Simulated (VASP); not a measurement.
The system is BaTiO3.

```
CELL_PARAMETERS angstrom
3.98611 0.00000 0.00000
0.00000 3.98611 0.00000
0.00000 0.00000 4.19804
ATOMIC_POSITIONS crystal
Ba 0.00000 0.00000 0.98956
Ti 0.50000 0.50000 0.47227
O 0.50000 0.50000 0.04051
O 0.50000 0.00000 0.52033
O 0.00000 0.50000 0.52033
```

- Program: VASP 6.6.1
- Task: relaxation of cell and atoms
- Functional: PBEsol
- Potentials or basis: VASP PAW PBE potentials, release 64 (Ba_sv, Ti_sv, O)
- Cutoff: 600 eV
- k mesh: 6 × 6 × 6
- Occupations: fermi-dirac, width 0.02 eV
- Spin: no spin polarisation

At the start: pressure -4.4 GPa; volume 13.34 Å³/atom.

Problem. Where does the relaxation end?

Solution. Over 16 steps the energy falls by 7.8 meV/atom and the volume is 12.80 Å³/atom (-4.1 %); space group P4mm (No. 99, to 0.1 Å) before and after.

Step by step:
```csv
step,energy change (eV),largest force (eV/Å),pressure (GPa),volume (Å³)
1,0.0000,0.0505,-4.41,66.70
2,-0.0001,0.7247,4.74,63.22
3,-0.0251,0.3250,-0.04,64.93
4,-0.0294,0.0909,-0.02,64.62
5,-0.0294,0.0927,-0.02,64.60
6,-0.0329,0.0870,0.02,64.45
7,-0.0379,0.0661,0.24,64.00
8,-0.0379,0.0763,0.28,63.94
9,-0.0384,0.0728,-0.54,64.15
10,-0.0386,0.0495,-0.31,64.08
11,-0.0390,0.0222,0.16,63.88
12,-0.0390,0.0183,0.09,63.93
13,-0.0390,0.0186,0.04,63.94
14,-0.0390,0.0182,0.03,63.93
15,-0.0391,0.0061,0.01,63.96
16,-0.0391,0.0026,-0.03,63.98
```

Final structure:
```yaml
crystal:
  lattice:
    - [3.96781, 0.00000, 0.00000]
    - [0.00000, 3.96781, 0.00000]
    - [0.00000, 0.00000, 4.06408]
  atoms:
    - { symbol: Ba, position: [0.00000, 0.00000, 0.99862] }
    - { symbol: Ti, position: [0.50000, 0.50000, 0.48197] }
    - { symbol: O, position: [0.50000, 0.50000, 0.02899] }
    - { symbol: O, position: [0.50000, 0.00000, 0.51671] }
    - { symbol: O, position: [0.00000, 0.50000, 0.51671] }
```

Caveat: the PAW data sets were made with another functional, which shifts forces and pressure a little.
